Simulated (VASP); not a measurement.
# CdTe: single point with HSE06

CdTe:

```
Cd Te
1.0
     0.00000    3.19271    3.27996
     3.19271    0.00000    3.27996
     3.19271    3.19271    0.00000
Cd Te
1 1
Direct
  0.00000 0.00000 0.00000
  0.25000 0.25000 0.25000
```

This cell differs from its parent crystal: biaxial xy strain -2.7%.

```json
{
 "Program": "VASP 6.6.1",
 "Task": "single point",
 "Functional": "HSE06",
 "Potentials or basis": "VASP PAW PBE potentials, release 64 (Cd, Te)",
 "Cutoff": "520 eV",
 "k mesh": "4 × 4 × 4",
 "Occupations": "gaussian, width 0.01 eV",
 "Spin": "no spin polarisation",
 "Dipole correction": "no",
 "Grid for exact exchange (PRECFOCK)": "Normal",
 "Further INCAR settings": "ALGO = Normal; EDIFF = 1e-06; NBANDS = 16",
 "Screening parameter": "0.2079 1/Å"
}
```

```yaml
Pressure: 2.7 GPa
Band_gap_on_the_k_mesh: 1.59 eV, direct
```

Stress tensor (GPa, compression positive):
```
2.84 0.00 0.00
0.00 2.84 0.00
0.00 0.00 2.36
```

Levels at points of the mesh, in eV from the valence-band top:
```csv
k point,band 7,band 8,band 9,band 10,band 11,band 12
"(0.00, 0.00, 0.00)",-0.10,0.00,0.00,1.59,5.43,5.43
"(0.50, 0.00, 0.00)",-4.88,-0.96,-0.81,2.60,5.93,6.10
"(0.50, 0.50, 0.00)",-4.82,-2.01,-2.01,3.27,3.58,9.93
"(0.50, 0.00, 0.50)",-4.68,-2.16,-2.11,3.16,3.36,10.13
```

Wall time 12 min on 1 thread of Intel(R) Xeon(R) 6975P-C (Granite Rapids) (shared host), peak memory 0.32 GiB.

Caveat: the k points lie up to 0.42 Å⁻¹ apart; the cell differs from its parent crystal (biaxial xy strain -2.7%); the PAW data sets were made with another functional, which shifts forces and pressure a little; spin-orbit coupling is left out, which moves the levels of the heavy elements.
